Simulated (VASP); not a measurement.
# MgB2 (P6/mmm) in VASP: further runs

The runs below take MgB2 through single point, with r2SCAN, PBEsol, PBE.

Everything below comes from runs of VASP 6.6.1. Logs are shortened: lines on timing, memory, paths and dates and some standing lists are left out, and cuts for length are marked.

### 1 The cell of the first run

It takes space group P6/mmm (No. 191, hexagonal). The conventional cell has a = 3.105 Å, b = 3.105 Å, c = 3.546 Å, α = 90.00°, β = 90.00°, γ = 120.00°. Mg (site symmetry 6/mmm) has 12 B at 2.52 Å and 6 Mg at 3.11 Å within 3.3 Å. B (site symmetry -6m2) has 3 B at 1.79 Å within 2.4 Å.

### 2 Single point, r2SCAN

POSCAR reads:

```
MgB2
1.0
    3.1054310590      0.0000000000      0.0000000000
   -1.5527155295      2.6893821868      0.0000000000
    0.0000000000      0.0000000000      3.5463318058
Mg B
1 2
Direct
    0.0000000000      0.0000000000      0.0000000000
    0.6666666667      0.3333333333      0.5000000000
    0.3333333333      0.6666666667      0.5000000000
```

INCAR.step1 reads:

```
SYSTEM = MgB2
PREC = Accurate
ENCUT = 520
ISMEAR = -1
SIGMA = 0.05
LREAL = .False.
LASPH = .True.
NELM = 80
NBANDS = 11
GGA = PE
ALGO = Normal
EDIFF = 1E-4
LWAVE = .True.
LCHARG = .False.
```

INCAR.step2 reads:

```
SYSTEM = MgB2
PREC = Accurate
ENCUT = 520
EDIFF = 1E-6
ISMEAR = -1
SIGMA = 0.05
LREAL = .False.
LASPH = .True.
NELM = 80
ALGO = Normal
ISIF = 2
LWAVE = .False.
LCHARG = .False.
METAGGA = R2SCAN
LMIXTAU = .True.
NBANDS = 11
ISTART = 1
```

KPOINTS reads:

```
Automatic mesh
0
Gamma
  10 10 8
  0 0 0
```

Potentials or basis: VASP PAW PBE potentials, release 64 (Mg, B).

The run is started by

```
$ cat potpaw_PBE.64/Mg/POTCAR potpaw_PBE.64/B/POTCAR > POTCAR
$ cp INCAR.step1 INCAR
$ mpirun -np 1 vasp_std > vasp.out
$ cp INCAR.step2 INCAR
$ mpirun -np 1 vasp_std > vasp.out
```

OUTCAR:

```text
SYSTEM = MgB2
   PREC = Accurate
   ENCUT = 520
   EDIFF = 1E-6
   ISMEAR = -1
   LREAL = .False.
   LASPH = .True.
   NELM = 80
   ISIF = 2
   METAGGA = R2SCAN
   ISTART = 1

 ion  position               nearest neighbor table
   1  0.000  0.000  0.000-   2 2.52   3 2.52   2 2.52   3 2.52   2 2.52   2 2.52   3 2.52   3 2.52
                             2 2.52   2 2.52   3 2.52   3 2.52
   2  0.667  0.333  0.500-   3 1.79   3 1.79   3 1.79   1 2.52   1 2.52   1 2.52   1 2.52   1 2.52
                             1 2.52
   3  0.333  0.667  0.500-   2 1.79   2 1.79   2 1.79   1 2.52   1 2.52   1 2.52   1 2.52   1 2.52
                             1 2.52

  LATTYP: Found a hexagonal cell.
 ALAT       =     3.1054310590
 C/A-ratio  =     1.1419773096

  Lattice vectors:

 A1 = (   3.1054310590,   0.0000000000,   0.0000000000)
 A2 = (  -1.5527155295,   2.6893821868,   0.0000000000)
 A3 = (   0.0000000000,   0.0000000000,   3.5463318058)

Analysis of symmetry for initial positions (statically):
=====================================================================
 Subroutine PRICEL returns:
 Original cell was already a primitive cell.

 Routine SETGRP: Setting up the symmetry group for a
 hexagonal supercell.

 Subroutine GETGRP returns: Found 24 space group operations
 (whereof 24 operations were pure point group operations)
 out of a pool of 24 trial point group operations.

The static configuration has the point symmetry D_6h.

Analysis of symmetry for dynamics (positions and initial velocities):
=====================================================================
 Subroutine PRICEL returns:
 Original cell was already a primitive cell.

 Routine SETGRP: Setting up the symmetry group for a
 hexagonal supercell.

 Subroutine GETGRP returns: Found 24 space group operations
 (whereof 24 operations were pure point group operations)
 out of a pool of 24 trial point group operations.

The dynamic configuration has the point symmetry D_6h.

 Subroutine INISYM returns: Found 24 space group operations
 (whereof 24 operations are pure point group operations),
 and found     1 'primitive' translations

----------------------------------------------------------------------------------------

                                     Primitive cell

  volume of cell :      29.6179

  direct lattice vectors                    reciprocal lattice vectors
     3.105431059  0.000000000  0.000000000     0.322016487  0.185916305  0.000000000
    -1.552715529  2.689382187  0.000000000     0.000000000  0.371832611  0.000000000
     0.000000000  0.000000000  3.546331806     0.000000000  0.000000000  0.281981511

  length of vectors
     3.105431059  3.105431059  3.546331806     0.371832611  0.371832611  0.281981511

  position of ions in fractional coordinates (direct lattice)
     0.000000000  0.000000000  0.000000000
     0.666666667  0.333333333  0.500000000
     0.333333333  0.666666667  0.500000000

  ion indices of the primitive-cell ions
   primitive index   ion index
                 1           1
                 2           2
                 3           3

----------------------------------------------------------------------------------------

 KPOINTS: Automatic mesh

Automatic generation of k-mesh.
 Grid dimensions read from file:
 generate k-points for:   10   10    8

 Generating k-lattice:

  Cartesian coordinates                     Fractional coordinates (reciprocal lattice)
     0.032201649  0.018591631  0.000000000     0.100000000  0.000000000  0.000000000
     0.000000000  0.037183261  0.000000000     0.000000000  0.100000000  0.000000000
     0.000000000  0.000000000  0.035247689     0.000000000  0.000000000  0.125000000

  Length of vectors
     0.037183261  0.037183261  0.035247689

  Shift w.r.t. Gamma in fractional coordinates (k-lattice)
     0.000000000  0.000000000  0.000000000

 Subroutine IBZKPT returns following result:
 ===========================================

 Found     70 irreducible k-points:

 Following reciprocal coordinates:
            Coordinates               Weight
  0.000000  0.000000  0.000000      1.000000
  0.100000  0.000000  0.000000      6.000000
  0.200000  0.000000  0.000000      6.000000
  0.300000  0.000000  0.000000      6.000000
  0.400000  0.000000  0.000000      6.000000
  0.500000  0.000000  0.000000      3.000000
[... 16 lines left out ...]
  0.300000  0.100000  0.125000     24.000000
  0.400000  0.100000  0.125000     24.000000
 [... further k-points ...]
   k-points           NKPTS =     70   k-points in BZ     NKDIM =     70   number of bands    NBANDS=     11
   number of dos      NEDOS =    301   number of ions     NIONS =      3
   total plane-waves  NPLWV =  16128
   dimension x,y,z NGX =    24 NGY =   24 NGZ =   28
   dimension x,y,z NGXF=    48 NGYF=   48 NGZF=   56
   ions per type =               1   2
   NGX,Y,Z   is equivalent  to a cutoff of  12.85, 12.85, 13.13 a.u.
   NGXF,Y,Z  is equivalent  to a cutoff of  25.70, 25.70, 26.25 a.u.
 SYSTEM =  MgB2
   PREC   = accura    normal or accurate (medium, high low for compatibility)
   ISTART =      1    job   : 0-new  1-cont  2-samecut
   ICHARG =      0    charge: 1-file 2-atom 10-const
   ISPIN  =      1    spin polarized calculation?
   LNONCOLLINEAR =      F non collinear calculations
   LSORBIT =      F    spin-orbit coupling
   LASPH  =      T    aspherical Exc in radial PAW
   ENCUT  =  520.0 eV  38.22 Ry    6.18 a.u.   5.77  5.77  6.59*2*pi/ulx,y,z
   NELM   =     80;   NELMIN=  2; NELMDL=  0     # of ELM steps
   EDIFF  = 0.1E-05   stopping-criterion for ELM
   LREAL  =      F    real-space projection
   EDIFFG = 0.1E-04   stopping-criterion for IOM
   NSW    =      0    number of steps for IOM
   IBRION =     -1    ionic relax: 0-MD 1-quasi-New 2-CG
   NFREE  =      0    steps in history (QN), initial steepest desc. (CG)
   ISIF   =      2    stress and relaxation
   ISYM   =      2    0-nonsym 1-usesym 2-fastsym
   POTIM  = 0.5000    time-step for ionic-motion
   TEBEG  =    0.0;   TEEND  =   0.0 temperature during run
   PSTRESS=    0.0 pullay stress
   NELECT =       8.0000    total number of electrons
   NUPDOWN=      -1.0000    fix difference up-down
   EMIN   =  10.00;   EMAX   =-10.00  energy-range for DOS
   EFERMI =   0.00;   METHOD = LEGACY
   ISMEAR =    -1;   SIGMA  =   0.05  broadening in eV -4-tet -1-fermi 0-gaus
   EFERMI_NEDOS =   21; number of points for ismear=-14 and -15
   IALGO  =     38    algorithm
   IMIX   =      4    mixing-type and parameters
     AMIX     =   0.40;   BMIX     =  1.00
     AMIX_MAG =   1.60;   BMIX_MAG =  1.00
  volume/ion in A,a.u.               =       9.87        66.62
  Fermi-wavevector in a.u.,A,eV,Ry     =   1.058247  1.999796 15.236973  1.119886
  Thomas-Fermi vector in A             =   2.193549
   LORBIT       =      0    0 simple, 1 ext, 2 COOP (PROOUT), +10 PAW based schemes
   METAGGA = R2SCAN    functional components
   LHFCALC =     F    Hartree Fock is set to
   AEXX    =    0.0000 exact exchange contribution
   IVDW    =     0    specifies the selected vdW correction
   LEPSILON=     F    determine dielectric tensor
   LRPA    =     F    only Hartree local field effects (RPA)
 non-spin polarized calculation
  energy-cutoff  :      520.00
  volume of cell :       29.62
 maximum number of plane-waves:       812
 NGX is ok and might be reduce to    24
   NGX = 11   NGY = 11   NGZ = 13

 number of electron       8.0000000 magnetization

 Free energy of the ion-electron system (eV)
  ---------------------------------------------------
  ext. energy  EPLUGINS =         0.00000000
  ---------------------------------------------------
  free energy    TOTEN  =       -19.38718357 eV

  energy without entropy =      -19.38144568  energy(sigma->0) =      -19.38431463

 E-fermi :   5.1852     XC(G=0): -11.4437

 val. band max:        5.1530754889   @ k =   0.1000   0.0000   0.1250
 cond. band min:       5.1946876685   @ k =   0.3000   0.2000   0.0000
 fundamental gap:      0.0416121796
 Fermi energy:         5.1851828472

 k-point     1 :       0.0000    0.0000    0.0000
  band No.  band energies     occupation
      1      -7.9494      2.00000
      2       2.0598      2.00000
      3       5.5191      0.00251
      4       5.5191      0.00251
      5       7.0508      0.00000
      6      11.6773      0.00000
      7      11.6773      0.00000
      8      13.3963      0.00000
      9      15.7662      0.00000
     10      18.7338      0.00000
     11      22.1978      0.00000

 k-point     2 :       0.1000    0.0000    0.0000
  band No.  band energies     occupation
      1      -7.7686      2.00000
      2       2.2374      2.00000
      3       4.5986      1.99998
      4       5.1023      1.67968
      5       7.2113      0.00000
      6      11.5597      0.00000
      7      12.4627      0.00000
      8      13.8682      0.00000
      9      15.0881      0.00000
     10      19.5839      0.00000
     11      21.3384      0.00000

 k-point     3 :       0.2000    0.0000    0.0000
  band No.  band energies     occupation
      1      -7.2290      2.00000
      2       2.6267      2.00000
      3       2.7640      2.00000
      4       4.2747      2.00000
      5       7.6957      0.00000
      6      11.0210      0.00000
      7      13.3899      0.00000
      8      14.3737      0.00000
      9      14.8050      0.00000
     10      20.1362      0.00000
     11      20.5267      0.00000
[... 267 lines left out ...]
 k-point    23 :       0.3000    0.1000    0.1250
  band No.  band energies     occupation
      1      -5.5231      2.00000
      2      -0.4330      2.00000
      3       2.5234      2.00000
      4       3.3629      2.00000
      5       9.0779      0.00000
      6      10.3346      0.00000
      7      11.5177      0.00000
      8      14.8408      0.00000
      9      16.2661      0.00000
     10      17.6869      0.00000
     11      20.1841      0.00000

 k-point    24 :       0.4000    0.1000    0.1250
  band No.  band energies     occupation
      1      -4.2097      2.00000
      2      -2.2910      2.00000
      3       2.1734      2.00000
      4       4.4485      2.00000
      5       7.5091      0.00000
      6      10.6026      0.00000
      7      11.8752      0.00000
      8      14.0047      0.00000
      9      15.8409      0.00000
     10      19.3266      0.00000
     11      20.1878      0.00000

 [... further k-points ...]
[... 5 lines left out ...]
  --------------------------------------------------------------------------------------
  -------------------------------------------------------------------------------------
  Total       -1.0447740     -1.0447740     -0.8781800      0.0000000     -0.0000000      0.0000000
  in kB      -56.5170091    -56.5170091    -47.5051112      0.0000000     -0.0000000      0.0000000
  external PRESSURE =     -53.5130431 kB  Pullay stress =       0.0000000 kB

 VOLUME and BASIS-vectors are now :
 -----------------------------------------------------------------------------
  energy-cutoff  :      520.00
  volume of cell :       29.62
      direct lattice vectors                 reciprocal lattice vectors
     3.105431059  0.000000000  0.000000000     0.322016487  0.185916305  0.000000000
    -1.552715529  2.689382187  0.000000000     0.000000000  0.371832611  0.000000000
     0.000000000  0.000000000  3.546331806     0.000000000  0.000000000  0.281981511

 POSITION                                       TOTAL-FORCE (eV/Angst)
 -----------------------------------------------------------------------------------
      0.00000      0.00000      0.00000         0.000000      0.000000      0.000000
      1.55272      0.89646      1.77317         0.000000     -0.000000      0.000000
     -0.00000      1.79292      1.77317        -0.000000      0.000000      0.000000
 -----------------------------------------------------------------------------------
    total drift:                                0.000000     -0.000000      0.000000

  FREE ENERGIE OF THE ION-ELECTRON SYSTEM (eV)
  ---------------------------------------------------
  free  energy   TOTEN  =       -19.3871835711 eV

  energy  without entropy=      -19.3814456817  energy(sigma->0) =      -19.38431463
```

Wall time 31 s (1 thread of Intel Xeon 6975P-C (Granite Rapids), shared host); peak memory 0.15 GiB.

What came out:

- Free energy: -19.3872 eV
- Pressure: -5.4 GPa
- Band gap on the k mesh: zero (band 4 reaches 6.32 eV, above the bottom of band 5 at 3.79 eV)

Stress tensor (GPa, compression positive):
```
-5.65  0.00  0.00
 0.00 -5.65  0.00
 0.00  0.00 -4.75
```

Levels at points of the mesh, in eV from the Fermi level:
| k point | band 1 | band 2 | band 3 | band 4 | band 5 | band 6 | band 7 | band 8 | band 9 |
| --- | --- | --- | --- | --- | --- | --- | --- | --- | --- |
| (0.00, 0.00, 0.00) | -13.13 | -3.13 | 0.33 | 0.33 | 1.87 | 6.49 | 6.49 | 8.21 | 10.58 |
| (0.50, 0.00, 0.00) | -9.16 | -8.23 | -2.33 | 0.17 | 3.20 | 4.03 | 5.62 | 7.63 | 13.30 |
| (0.00, 0.00, 0.50) | -11.88 | -7.69 | 0.72 | 0.72 | 6.82 | 6.82 | 8.41 | 10.02 | 10.73 |
| (0.50, 0.00, 0.50) | -8.17 | -7.33 | -3.74 | -2.03 | -1.26 | 5.85 | 9.32 | 9.43 | 13.91 |

Caveat: the PAW data sets were made with another functional, which shifts forces and pressure a little.

[end of part 1 of 2]
